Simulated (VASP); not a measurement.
Here is a VASP 6.6.1 calculation.

Contents of INCAR:

```
PREC = Accurate ; ENCUT = 600
EDIFF = 1E-6 ; ISMEAR = 0
SIGMA = 0.1 ; LREAL = F
LASPH = T ; NELM = 60
ALGO = Normal ; ISIF = 3
LWAVE = F ; LCHARG = F
GGA = PE ; IBRION = 2
NSW = 90 ; EDIFFG = -0.04
```

File KPOINTS:

```
regular mesh
0
Gamma
  6 6 4
```

Contents of POSCAR:

```
Ge5P
1.0
    5.0667279782      0.0000000000      0.0000000000
   -2.5333639891      4.3879151432      0.0000000000
    0.0000000000      0.0000000000      4.9980669714
Ge P
5 1
Direct
    0.6713551185      0.0000000000      0.0000000000
    0.0000000000      0.6713551185      0.0000000000
    0.3286448815      0.3286448815      0.0000000000
    0.3333333333      0.6666666667      0.5000000000
    0.6666666667      0.3333333333      0.5000000000
    0.0000000000      0.0000000000      0.5000000000
```

Potentials or basis: VASP PAW PBE potentials, release 64 (Ge_d, P).

Run with:

```bash
$ cat potpaw_PBE.64/Ge_d/POTCAR potpaw_PBE.64/P/POTCAR > POTCAR
$ mpirun -np 1 vasp_std > vasp.out
```

(1) What does it give for the space group after relaxing (to 0.05 Å)?

(2) Predict the relaxed cell.

(3) Predict the relaxed volume.

Results:

(1) P-62m (No. 189).

(2) a = 5.190 Å, b = 5.190 Å, c = 4.767 Å, α = 90.00°, β = 90.00°, γ = 120.00°.

(3) 18.53 Å³/atom.
